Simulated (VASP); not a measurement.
Set up this calculation in VASP 6.6.1, as the native input.

| Property | Result |
| --- | --- |
| Task | single point |
| Functional | HSE06 |
| Potentials or basis | VASP PAW PBE potentials, release 64 (Zn, S) |
| Cutoff | 520 eV |
| k mesh | 4 × 4 × 4 |
| Occupations | methfessel-paxton, width 0.5 eV |
| Spin | no spin polarisation |
| Dipole correction | no |
| Grid for exact exchange (PRECFOCK) | Normal |
| Further INCAR settings | ALGO = Normal; EDIFF = 1e-06; NBANDS = 16 |
| Screening parameter | 0.2079 1/Å |

ZnS:

```
Zn S
1.0
     0.00000    2.53102    2.53102
     2.53102    0.00000    2.53102
     2.53102    2.53102    0.00000
Zn S
1 1
Direct
  0.00000 0.00000 0.00000
  0.50000 0.50000 0.50000
```

One way to write it, as run:

POSCAR

```
ZnS
1.0
    0.0000000000      2.5310227333      2.5310227333
    2.5310227333      0.0000000000      2.5310227333
    2.5310227333      2.5310227333      0.0000000000
Zn S
1 1
Direct
    0.0000000000      0.0000000000      0.0000000000
    0.5000000000      0.5000000000      0.5000000000
```

INCAR.step1

```
PREC     = Accurate       # precision mode
ENCUT    = 520            # plane-wave cutoff, eV
EDIFF    = 1E-5           # SCF threshold, eV
ISMEAR   = 1              # smearing method
SIGMA    = 0.5            # smearing width, eV
LREAL    = F              # projectors in reciprocal space
LASPH    = T              # aspherical terms in the spheres
NELM     = 80             # most SCF steps
ALGO     = Normal         # electronic algorithm
ISIF     = 2              # what is computed and relaxed
LWAVE    = T              # write WAVECAR
LCHARG   = F              # write CHGCAR
GGA      = PE             # functional
NBANDS   = 16             # bands
```

INCAR.step2

```
PREC     = Accurate       # precision mode
ENCUT    = 520            # plane-wave cutoff, eV
EDIFF    = 1E-6           # SCF threshold, eV
ISMEAR   = 1              # smearing method
SIGMA    = 0.5            # smearing width, eV
LREAL    = F              # projectors in reciprocal space
LASPH    = T              # aspherical terms in the spheres
NELM     = 80             # most SCF steps
ALGO     = Normal         # electronic algorithm
ISIF     = 2              # what is computed and relaxed
LWAVE    = F              # write WAVECAR
LCHARG   = F              # write CHGCAR
GGA      = PE             # functional
LHFCALC  = T              # exact exchange
HFSCREEN = 0.2079         # screening, 1/A
PRECFOCK = Normal       
ISTART   = 1            
NBANDS   = 16             # bands
```

KPOINTS

```
regular mesh
0
Gamma
  4 4 4
```

Potentials or basis: VASP PAW PBE potentials, release 64 (Zn, S).

Launch:

```sh
$ cat potpaw_PBE.64/Zn/POTCAR potpaw_PBE.64/S/POTCAR > POTCAR
$ cp INCAR.step1 INCAR
$ mpirun -np 1 vasp_std > vasp.out
$ cp INCAR.step2 INCAR
$ mpirun -np 1 vasp_std > vasp.out
```

Results of the run:

- Pressure: 1.6 GPa
- Band gap on the k mesh: 0.83 eV, indirect (least direct gap 3.42 eV)

Caveat: the k points lie up to 0.54 Å⁻¹ apart; the PAW data sets were made with another functional, which shifts forces and pressure a little.

Run time: 7.9 min on 1 thread of AMD EPYC 7R43 64-Core Processor (Zen 3), on a shared host, peak memory 0.22 GiB.
